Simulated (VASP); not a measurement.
Runs of VASP 6.6.1 on AlN. The structure is that of space group P6_3mc (No. 186), or close to it. The cells are those of the table. 

| level | cell | k mesh | gap on the mesh (eV) | pressure (GPa) | largest force (eV/Å) |
| --- | --- | --- | --- | --- | --- |
| PBE | a = 3.161, b = 3.161, c = 5.068 Å, angles 90.0, 90.0, 120.0°, 4 atoms | 9 × 9 × 4 | 3.79 | -5.6 | 0.01 |
| r2SCAN | a = 3.043, b = 3.043, c = 4.877 Å, angles 90.0, 90.0, 120.0°, 4 atoms | 9 × 9 × 4 | (c) | 14.4 | 0.03 |
| PBE | a = 3.099, b = 3.099, c = 4.967 Å, angles 90.0, 90.0, 120.0°, 4 atoms | 9 × 9 × 4 | (b) | 6.0 | 0.01 |
| r2SCAN | a = 3.168, b = 3.168, c = 5.076 Å, angles 90.0, 90.0, 120.0°, 4 atoms | 9 × 9 × 4 | 4.39 | (a) | 0.02 |
| r2SCAN | a = 3.107, b = 3.107, c = 4.979 Å, angles 90.0, 90.0, 120.0°, 4 atoms | 9 × 9 × 4 | 4.92 | -0.4 | - |
| r2SCAN | a = 3.075, b = 3.075, c = 4.928 Å, angles 90.0, 90.0, 120.0°, 4 atoms | 9 × 9 × 4 | 5.21 | 6.4 | 0.02 |
| PBE | a = 3.107, b = 3.107, c = 4.979 Å, angles 90.0, 90.0, 120.0°, 4 atoms | 12 × 12 × 6 | 4.24 | 4.4 | 0.01 |
| PBE | a = 3.066, b = 3.066, c = 4.915 Å, angles 90.0, 90.0, 120.0°, 4 atoms | 9 × 9 × 4 | 4.59 | 13.3 | 0.02 |

Alike in all rows: task single point; potentials or basis VASP PAW PBE potentials, release 64 (Al, N); no spin polarisation; cutoff (eV) 520; smearing gaussian 0.01 eV.

Question: Estimate the missing entries.

Answer: (a) -11.4; (b) 4.31; (c) 5.51.

Caveats: the PAW data sets were made with another functional, which shifts forces and pressure a little (some runs).

A k mesh can miss the band edges.
